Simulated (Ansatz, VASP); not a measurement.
**Two plane-wave programs on CdS**

```
Cd S
1.0
     4.31724    0.00000    0.00000
    -2.15862    3.73884    0.00000
     0.00000    0.00000    5.88055
Cd S
1 1
Cartesian
  0.0000 0.0000 2.6033
  2.1586 1.2463 2.5540
```

Alike in both runs: task single point; functional r2SCAN; k mesh 6 × 6 × 4; no spin polarisation.

|  | VASP | Ansatz |
| --- | --- | --- |
| version | VASP 6.6.1 | Ansatz 0.2.0 |
| potentials or method | VASP PAW PBE potentials, release 64 (Cd, S), cutoff 520 eV | plane waves, PAW |
| occupations | gaussian, width 0.01 eV | fixed |
| valence electrons in the cell | 18 | 26 |

|  | VASP | Ansatz | Ansatz less VASP |
| --- | --- | --- | --- |
| pressure (GPa) | -1.7 | -1.8 | -0.13 |
| traceless stress, the component that is largest in VASP (GPa) | 1.61 | 1.76 | +0.146 |

VASP's potentials were made for PBE, not for r2SCAN. VASP's potentials hold 18 valence electrons a cell and Ansatz's 26, so a difference there can come from the potentials and not from the codes.
